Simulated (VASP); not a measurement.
Write the native input for VASP 6.6.1 that does the following.

| Item | Value |
| --- | --- |
| Task | single point |
| Functional | PBE |
| Potentials or basis | VASP PAW PBE potentials, release 64 (Sn_d) |
| Cutoff | 520 eV |
| k mesh | 3 × 3 × 3 |
| Occupations | gaussian, width 0.1 eV |
| Spin | no spin polarisation |
| Dipole correction | no |
| Further INCAR settings | ALGO = Normal; EDIFF = 1e-06; NBANDS = 96 |

The structure of Sn lies in POSCAR:

```
Sn
1.0
    4.2476406151      2.4523764526      7.2439354881
   -4.2476406151      2.4523764526      7.2439354881
    0.0000000000     -4.9047529050      7.2439354881
Sn
12
Direct
    0.0101900000      0.6536100000      0.0101900000
    0.0101900000      0.0101900000      0.6536100000
    0.6536100000      0.0101900000      0.0101900000
    0.9898100000      0.3463900000      0.9898100000
    0.3463900000      0.9898100000      0.9898100000
    0.9898100000      0.9898100000      0.3463900000
    0.2211800000      0.6306000000      0.2211800000
    0.2211800000      0.2211800000      0.6306000000
    0.6306000000      0.2211800000      0.2211800000
    0.7788200000      0.3694000000      0.7788200000
    0.3694000000      0.7788200000      0.7788200000
    0.7788200000      0.7788200000      0.3694000000
```

One way to write it, as run:

INCAR

```
ALGO = Normal
EDIFF = 1E-6
ENCUT = 520
GGA = PE
ISIF = 2
ISMEAR = 0
LASPH = T
LCHARG = F
LREAL = F
LWAVE = F
NBANDS = 96
NELM = 100
PREC = Accurate
SIGMA = 0.1
```

KPOINTS

```
k-points
0
Gamma
  3 3 3
```

Potentials or basis: VASP PAW PBE potentials, release 64 (Sn_d).

Command:

```sh
$ cat potpaw_PBE.64/Sn_d/POTCAR > POTCAR
$ mpirun -np 1 vasp_std > vasp.out
```

Results of the run:

| Item | Value |
| --- | --- |
| Pressure | 2.5 GPa |
| Largest force | 0.776 eV/Å |
| Band gap on the k mesh | zero (band 84 reaches 5.19 eV, above the bottom of band 85 at 4.78 eV) |

Caveat: spin-orbit coupling is left out, which moves the levels of the heavy elements.

Run time: 7.7 min on 1 thread of Intel(R) Xeon(R) Platinum 8375C CPU @ 2.90GHz (Ice Lake) (shared host), peak memory 0.7 GiB.
